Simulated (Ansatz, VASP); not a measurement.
**Mo3P4 in VASP and in Ansatz**

INCAR

```
SYSTEM = Mo3P4
ALGO = Normal
EDIFF = 1E-7
EDIFFG = -0.04
ENCUT = 600
GGA = PE
IBRION = 2
ISIF = 3
ISMEAR = 0
LASPH = .TRUE.
LCHARG = .FALSE.
LREAL = .FALSE.
LWAVE = .FALSE.
NELM = 80
NSW = 90
PREC = Accurate
SIGMA = 0.1
```

The input KPOINTS:

```
k-points
0
G
  4 4 4
  0 0 0
```

The input POSCAR:

```
Mo3P4
1.0
    5.2183975200      0.0000000000      0.0000000000
    0.0000000000      5.2183975200      0.0000000000
    0.0000000000      0.0000000000      5.2183975200
Mo P
3 4
Direct
    0.0000000000      0.5000000000      0.5000000000
    0.5000000000      0.0000000000      0.5000000000
    0.5000000000      0.5000000000      0.0000000000
    0.5000000000      0.0000000000      0.0000000000
    0.0000000000      0.5000000000      0.0000000000
    0.0000000000      0.0000000000      0.5000000000
    0.0000000000      0.0000000000      0.0000000000
```

Input for Ansatz:

```yaml
crystal:
  lattice:
    - [5.21839752, 0.0, 0.0]
    - [0.0, 5.21839752, 0.0]
    - [0.0, 0.0, 5.21839752]
  atoms:
    - { symbol: Mo, position: [0.0, 0.5, 0.5] }
    - { symbol: Mo, position: [0.5, 0.0, 0.5] }
    - { symbol: Mo, position: [0.5, 0.5, 0.0] }
    - { symbol: P, position: [0.5, 0.0, 0.0] }
    - { symbol: P, position: [0.0, 0.5, 0.0] }
    - { symbol: P, position: [0.0, 0.0, 0.5] }
    - { symbol: P, position: [0.0, 0.0, 0.0] }
basis:
  ecutwfc: 420
kpoints:
  mp_grid: { grid: [4, 4, 4] }
hamiltonian:
  xc: pbe
scf:
  occupations: { method: gaussian, width: 0.1 }
  lower_state_search: "off"
output:
  forces: true
  stress: true
  eigenvalues: true
relax:
  adjacent_minimum: "off"
  f_tol: 0.04
  max_steps: 70
  cell: { stress_tol: 0.4 }
```

Alike in both runs: task relaxation of cell and atoms; functional PBE; k mesh 4 × 4 × 4; occupations gaussian, width 0.1 eV; no spin polarisation.

```csv
,VASP,Ansatz
version,VASP 6.6.1,Ansatz 0.2.0
potentials or method,"VASP PAW PBE potentials, release 64 (Mo_sv, P), cutoff 600 eV","scalar-relativistic, plane waves, PAW"
valence electrons in the cell,62,62
```

Ansatz gave:

| Property | Result |
| --- | --- |
| gap on the k mesh at the Fermi level, each at its own relaxed structure (eV) | none |
| relaxed volume (Å³/atom) | 16.08 |
| relaxed cell length with the largest relative difference (Å) | 4.828 |

Estimate VASP's values.

gap on the k mesh at the Fermi level, each at its own relaxed structure (eV): none; relaxed volume (Å³/atom): 16.11; relaxed cell length with the largest relative difference (Å): 4.831.

A gap of «none» marks a metal or a gap that the smearing closes.

Noted on VASP's run: the volume moved by over 15 % at a fixed basis, so the end points are rough.
